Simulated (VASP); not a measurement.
Runs of VASP 6.6.1 on TiAl. The structure is that of space group P-6m2 (No. 187), or close to it. The cells are those of the table. 

```tsv
cell	gap on the mesh (eV)	pressure (GPa)
a = 2.737, b = 2.737, c = 5.020 Å, angles 90.0, 90.0, 120.0°, 2 atoms	none	2.9
a = 2.989, b = 2.989, c = 4.555 Å, angles 90.0, 90.0, 120.0°, 2 atoms	none	(c)
a = 2.953, b = 2.953, c = 4.370 Å, angles 90.0, 90.0, 120.0°, 2 atoms	none	2.9
a = 2.809, b = 2.809, c = 4.370 Å, angles 90.0, 90.0, 120.0°, 2 atoms	none	15.6
a = 2.917, b = 2.917, c = 4.509 Å, angles 90.0, 90.0, 120.0°, 2 atoms	none	(a)
a = 2.881, b = 2.881, c = 4.091 Å, angles 90.0, 90.0, 120.0°, 2 atoms	none	20.9
a = 2.737, b = 2.737, c = 5.067 Å, angles 90.0, 90.0, 120.0°, 2 atoms	none	2.0
a = 2.773, b = 2.773, c = 4.509 Å, angles 90.0, 90.0, 120.0°, 2 atoms	none	13.7
a = 2.917, b = 2.917, c = 4.927 Å, angles 90.0, 90.0, 120.0°, 2 atoms	none	(b)
a = 3.025, b = 3.025, c = 4.509 Å, angles 90.0, 90.0, 120.0°, 2 atoms	none	-5.2
a = 2.881, b = 2.881, c = 5.067 Å, angles 90.0, 90.0, 120.0°, 2 atoms	none	-7.8
```

Alike in all rows: task single point; level PBE; potentials or basis VASP PAW PBE potentials, release 64 (Ti_sv, Al); no spin polarisation; k mesh 18 × 18 × 10; cutoff (eV) 520; smearing gaussian 0.15 eV.

Question: Fill in the values left out.

Answer: (a) 1.2; (b) -7.7; (c) -4.4.

Caveats: the stress differs along the axes, from -12 to 10 GPa (at least some runs); the stress differs along the axes, from -6 to -1 GPa (at least some runs); the stress differs along the axes, from -1 to 10 GPa (at least some runs); the stress differs along the axes, from 13 to 22 GPa (at least some runs); the stress differs along the axes, from -1 to 5 GPa (at least some runs); the stress differs along the axes, from 13 to 36 GPa (at least some runs); the stress differs along the axes, from -14 to 10 GPa (at least some runs).

A gap of «none» marks levels without a gap at the run's occupations.
